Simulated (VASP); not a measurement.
# AlGaN2 (P-4m2) in VASP: notebook, part 2 of 2

VASP 6.6.1.

## (3) Relaxation of the atoms, LDA (strain along c alone, the other axes held: -4.0 %)

Contents of INCAR:

```
PREC = Accurate
ENCUT = 520
EDIFF = 1E-6
ISMEAR = 0
SIGMA = 0.02
LREAL = False
LASPH = True
NELM = 60
ALGO = Normal
ISIF = 2
LWAVE = False
LCHARG = False
GGA = CA
IBRION = 2
NSW = 60
EDIFFG = -0.008
```

Contents of KPOINTS:

```
regular mesh
0
Gamma
  8 8 6
```

Contents of POSCAR:

```
AlGaN2
1.0
    3.1152864669      0.0000000000      0.0000000000
    0.0000000000      3.1152864669      0.0000000000
    0.0000000000      0.0000000000      4.2089569927
Al Ga N
1 1 2
Direct
    0.5000000000      0.5000000000      0.5000000000
    0.0000000000      0.0000000000      0.0000000000
    0.5000000000      0.0000000000      0.7396592690
    0.0000000000      0.5000000000      0.2603407310
```

Potentials or basis: VASP PAW LDA potentials, release 64 (Al, Ga_d, N).

Launch:

```sh
$ cat potpaw_LDA.64/Al/POTCAR potpaw_LDA.64/Ga_d/POTCAR potpaw_LDA.64/N/POTCAR > POTCAR
$ mpirun -np 1 vasp_std > vasp.out
```

Wall time 51 s (1 thread of Intel Xeon 8259CL, shared host); peak memory 0.17 GiB.

It converged, with:

```yaml
Free_energy: -30.2422 eV
Energy_gained_by_relaxing: 0.1 meV/atom
Ionic_steps: 3
Pressure_after_relaxing: 10.0 GPa
Band_gap_on_the_k_mesh: 3.40 eV (least direct gap 3.41 eV)
```

Stress tensor (GPa, compression positive):
```
 8.52  0.00  0.00
 0.00  8.52  0.00
 0.00  0.00 12.83
```

Step by step:
```tsv
step	energy change (eV)	largest force (eV/Å)	pressure (GPa)
1	0.0000	0.0792	9.97
2	-0.0002	0.0251	9.94
3	-0.0002	0.0000	9.96
```

Final structure:
```cif
data_structure
_symmetry_space_group_name_H-M 'P 1'
_symmetry_Int_Tables_number 1
_cell_length_a 3.1153
_cell_length_b 3.1153
_cell_length_c 4.2090
_cell_angle_alpha 90.000
_cell_angle_beta 90.000
_cell_angle_gamma 90.000
_cell_volume 40.85
loop_
_atom_site_label
_atom_site_type_symbol
_atom_site_fract_x
_atom_site_fract_y
_atom_site_fract_z
_atom_site_occupancy
Al1 Al 0.50000 0.50000 0.50000 1
Ga1 Ga 0.00000 0.00000 0.00000 1
N1 N 0.50000 0.00000 0.73897 1
N2 N 0.00000 0.50000 0.26103 1
```

Levels at points of the mesh, in eV from the valence-band top:
```csv
k point,band 11,band 12,band 13,band 14,band 15,band 16
"(0.00, 0.00, 0.00)",-0.11,0.00,0.00,3.41,3.46,7.40
"(0.50, 0.00, 0.00)",-2.80,-1.16,-0.90,7.23,7.59,7.92
"(0.50, 0.50, 0.00)",-2.27,-2.27,-2.25,3.40,3.40,6.90
"(0.00, 0.00, 0.50)",-1.79,-1.15,-1.15,5.59,5.83,8.28
"(0.50, 0.00, 0.50)",-0.76,-0.72,-0.39,5.67,6.96,9.47
"(0.50, 0.50, 0.50)",-3.48,-3.48,-3.45,6.58,6.58,9.56
```

Caveat: the cell differs from its parent crystal (strain along c alone, the other axes held: -4.0 %). A k mesh can miss the band edges.

## (4) Relaxation of the atoms, LDA (strain along c alone, the other axes held: -2.0 %)

Contents of INCAR:

```
  PREC = Accurate
  ENCUT = 520
  EDIFF = 1E-6
  ISMEAR = 0
  SIGMA = 0.02
  LREAL = False
  LASPH = True
  NELM = 80
  ALGO = Normal
  ISIF = 2
  LWAVE = False
  LCHARG = False
  GGA = CA
  IBRION = 2
  NSW = 60
  EDIFFG = -0.008
```

KPOINTS is that of step 3.

Contents of POSCAR:

```
AlGaN2
1.0
    3.1152864669      0.0000000000      0.0000000000
    0.0000000000      3.1152864669      0.0000000000
    0.0000000000      0.0000000000      4.2966435968
Al Ga N
1 1 2
Direct
    0.5000000000      0.5000000000      0.5000000000
    0.0000000000      0.0000000000      0.0000000000
    0.5000000000      0.0000000000      0.7400513254
    0.0000000000      0.5000000000      0.2599486746
```

Potentials or basis: VASP PAW LDA potentials, release 64 (Al, Ga_d, N).

Launch:

```sh
$ cat potpaw_LDA.64/Al/POTCAR potpaw_LDA.64/Ga_d/POTCAR potpaw_LDA.64/N/POTCAR > POTCAR
$ mpirun -np 1 vasp_std > vasp.out
```

OUTCAR:

```text
PREC = Accurate
   ENCUT = 520
   EDIFF = 1E-6
   ISMEAR = 0
   LREAL = False
   LASPH = True
   NELM = 80
   ISIF = 2
   GGA = CA
   IBRION = 2
   NSW = 60
   EDIFFG = -0.008

 ion  position               nearest neighbor table
   1  0.500  0.500  0.500-   3 1.87   4 1.87   3 1.87   4 1.87   2 3.08   2 3.08   2 3.08   2 3.08
                             2 3.08   2 3.08   2 3.08   2 3.08
   2  0.000  0.000  0.000-   3 1.92   4 1.92   4 1.92   3 1.92   1 3.08   1 3.08   1 3.08   1 3.08
                             1 3.08   1 3.08   1 3.08   1 3.08
   3  0.500  0.000  0.740-   1 1.87   1 1.87   2 1.92   2 1.92
   4  0.000  0.500  0.260-   1 1.87   1 1.87   2 1.92   2 1.92

  LATTYP: Found a simple tetragonal cell.
 ALAT       =     3.1152864669
 C/A-ratio  =     1.3792130009

  Lattice vectors:

[... 267 lines left out ...]

  energy without entropy =      -30.29461881  energy(sigma->0) =      -30.29461881

 E-fermi :   5.9547     XC(G=0): -11.9469

 val. band max:        5.8476496895   @ k =   0.0000   0.0000   0.0000
 cond. band min:       9.0874538178   @ k =   0.0000   0.0000   0.0000
 fundamental gap:      3.2398041283
 Fermi energy:         5.9547229530

 k-point     1 :       0.0000    0.0000    0.0000
  band No.  band energies     occupation
      1      -9.8308      2.00000
      2      -8.2971      2.00000
      3      -7.2268      2.00000
      4      -7.2268      2.00000
      5      -7.1780      2.00000
      6      -6.9840      2.00000
[... 457 lines left out ...]
      4      -7.1042      2.00000
      5      -7.0957      2.00000
      6      -6.3514      2.00000
[... 9 lines left out ...]
     16      14.0048      0.00000
     17      14.6504      0.00000

 [... further k-points ...]

------------------------ aborting loop because EDIFF is reached ----------------------------------------

  FORCE on cell =-STRESS in cart. coord.  units (eV):
  Direction    XX          YY          ZZ          XY          YZ          ZX
  --------------------------------------------------------------------------------------
  -------------------------------------------------------------------------------------
  Total        1.1581552      1.1581552      1.7661620      0.0000000      0.0000000      0.0000000
  in kB       44.4991826     44.4991826     67.8603037      0.0000000      0.0000000      0.0000000
  external PRESSURE =      52.2862230 kB  Pullay stress =       0.0000000 kB
[... 19 lines left out ...]
  FREE ENERGIE OF THE ION-ELECTRON SYSTEM (eV)
  ---------------------------------------------------
  free  energy   TOTEN  =       -30.2946188070 eV

  energy  without entropy=      -30.2946188070  energy(sigma->0) =      -30.29461881

 reached required accuracy - stopping structural energy minimisation
```

CONTCAR:

```text
AlGaN2
   1.00000000000000
     3.1152864669000002    0.0000000000000000    0.0000000000000000
     0.0000000000000000    3.1152864669000002    0.0000000000000000
     0.0000000000000000    0.0000000000000000    4.2966435968000001
  Al              Ga              N
     1     1     2
Direct
     0.5000000000000000    0.5000000000000000    0.5000000000000000
     0.0000000000000000    0.0000000000000000    0.0000000000000000
     0.5000000000000000    0.0000000000000000    0.7394001296297888
     0.0000000000000000    0.5000000000000000    0.2605998703702112

  0.00000000E+00  0.00000000E+00  0.00000000E+00
  0.00000000E+00  0.00000000E+00  0.00000000E+00
  0.00000000E+00  0.00000000E+00  0.00000000E+00
  0.00000000E+00  0.00000000E+00  0.00000000E+00
```

Wall time 51 s (1 thread of Intel Xeon 8259CL, shared host); peak memory 0.17 GiB.

What came out:

- Free energy: -30.2946 eV
- Energy gained by relaxing: 0.1 meV/atom
- Ionic steps: 3
- Pressure after relaxing: 5.2 GPa
- Band gap on the k mesh: 3.24 eV

Step by step:
```
step  energy change (eV)  largest force (eV/Å)  pressure (GPa)
   1              0.0000                0.0740            5.23
   2             -0.0002                0.0204            5.20
   3             -0.0002                0.0000            5.23
```

Final structure:
```
CELL_PARAMETERS angstrom
3.11529 0.00000 0.00000
0.00000 3.11529 0.00000
0.00000 0.00000 4.29664
ATOMIC_POSITIONS crystal
Al 0.50000 0.50000 0.50000
Ga 0.00000 0.00000 0.00000
N 0.50000 0.00000 0.73940
N 0.00000 0.50000 0.26060
```

Caveat: the cell differs from its parent crystal (strain along c alone, the other axes held: -2.0 %). A k mesh can miss the band edges.

## (5) The runs side by side

```csv
task,cell,cutoff (eV),gap on the mesh (eV),pressure (GPa)
relaxation of shape and atoms at fixed volume,"relaxed from a = 3.216, b = 3.216, c = 4.526 Å, 4 atoms",600,2.37,-15.7
relaxation of the atoms,"atoms relaxed from a = 3.115, b = 3.115, c = 4.209 Å, 4 atoms",520,3.40,10.0
relaxation of the atoms,"atoms relaxed from a = 3.115, b = 3.115, c = 4.297 Å, 4 atoms",520,3.24,5.2
```

Alike in all rows: level LDA; potentials or basis VASP PAW LDA potentials, release 64 (Al, Ga_d, N); no spin polarisation; k mesh 8 × 8 × 6; smearing gaussian 0.02 eV.

Total energies depend on the potentials used, so only differences within one code and one set of settings carry meaning.
